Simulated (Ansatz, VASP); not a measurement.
**Two plane-wave programs on Be2C**

The input INCAR:

```
SYSTEM = Be2C
ALGO = Normal ; EDIFF = 1E-6
ENCUT = 600 ; GGA = PE
GGA_COMPAT = .FALSE. ; ISIF = 2
ISMEAR = 0 ; LASPH = .TRUE.
LCHARG = .FALSE. ; LREAL = .FALSE.
LWAVE = .FALSE. ; NBANDS = 11
NELM = 120 ; PREC = Accurate
SIGMA = 0.01
```

Contents of KPOINTS:

```
k-points
0
G
  8 8 8
  0 0 0
```

File POSCAR:

```
Be2C
1.0
    0.0000000000      2.1641921607      2.1641921607
    2.1641921607      0.0000000000      2.1641921607
    2.1641921607      2.1641921607      0.0000000000
Be C
2 1
Direct
    0.7500000000      0.7500000000      0.7500000000
    0.2500000000      0.2500000000      0.2500000000
    0.0000000000      0.0000000000      0.0000000000
```

Input for Ansatz:

```yaml
crystal:
  lattice:
    - [0.0, 2.1641921607, 2.1641921607]
    - [2.1641921607, 0.0, 2.1641921607]
    - [2.1641921607, 2.1641921607, 0.0]
  atoms:
    - { symbol: Be, position: [0.75, 0.75, 0.75] }
    - { symbol: Be, position: [0.25, 0.25, 0.25] }
    - { symbol: C, position: [0.0, 0.0, 0.0] }
kpoints:
  mp_grid: { grid: [8, 8, 8] }
hamiltonian:
  xc: pbe
scf:
  occupations: { method: fixed }
  n_extra_bands: 4
output:
  forces: true
  stress: true
  eigenvalues: true
```

Alike in both runs: task single point; functional PBE; k mesh 8 × 8 × 8; no spin polarisation.

|  | VASP | Ansatz |
| --- | --- | --- |
| version | VASP 6.6.1 | Ansatz 0.2.0 |
| potentials or method | VASP PAW PBE potentials, release 64 (Be, C) | plane waves, PAW |
| plane-wave cutoff (eV) | 600 | 420 |
| occupations | gaussian, width 0.01 eV | fixed |
| valence electrons in the cell | 8 | 8 |

Ansatz gave:

| Quantity | Value |
| --- | --- |
| gap on the k mesh at the Fermi level (eV) | 1.17 |
| pressure (GPa) | 0.0 |

**Question.** Estimate VASP's values.

**Answer.** gap on the k mesh at the Fermi level (eV): 1.16; pressure (GPa): 0.3.
